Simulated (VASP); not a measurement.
**Re: single point with PBE**

Re:

```
Re
1.0
     2.58543    0.00000    0.00000
    -1.29272    2.23905    0.00000
     0.00000    0.00000    4.13407
Re
2
Direct
  0.33333 0.66667 0.25000
  0.66667 0.33333 0.75000
```

This cell differs from its parent crystal: volume scaled by 0.98.

```yaml
Program: VASP 6.6.1
Task: single point
Functional: PBE
Potentials_or_basis: VASP PAW PBE potentials, release 64 (Re)
Cutoff: 520 eV
k_mesh: 18 × 18 × 10
Occupations: fermi-dirac, width 0.05 eV
Spin: no spin polarisation
Dipole_correction: no
Further_INCAR_settings: ALGO = Normal; EDIFF = 1e-07; NBANDS = 14
```

```json
{
 "Pressure": "134.3 GPa",
 "Band gap on the k mesh": "zero (band 7 reaches 13.04 eV, above the bottom of band 8 at 8.21 eV)"
}
```

Stress tensor (GPa, compression positive):
```
131.34   0.00   0.00
  0.00 131.34   0.00
  0.00   0.00 140.33
```

Levels at points of the mesh, in eV from the Fermi level:
| k point | band 5 | band 6 | band 7 | band 8 | band 9 | band 10 |
| --- | --- | --- | --- | --- | --- | --- |
| (0.00, 0.00, 0.00) | -2.06 | -1.08 | -1.08 | 0.03 | 0.03 | 1.46 |
| (0.50, 0.00, 0.00) | -1.68 | -1.57 | -0.61 | 5.25 | 6.04 | 6.05 |
| (0.00, 0.00, 0.50) | -2.47 | -2.47 | -2.47 | -2.47 | 3.41 | 3.41 |
| (0.50, 0.00, 0.50) | 0.36 | 0.36 | 1.56 | 1.56 | 5.71 | 5.71 |

It took 40 s on 1 thread of Intel(R) Xeon(R) 6975P-C (Granite Rapids), on a shared host, peak memory 0.18 GiB.

Caveat: spin-orbit coupling is left out, which moves the levels of the heavy elements.
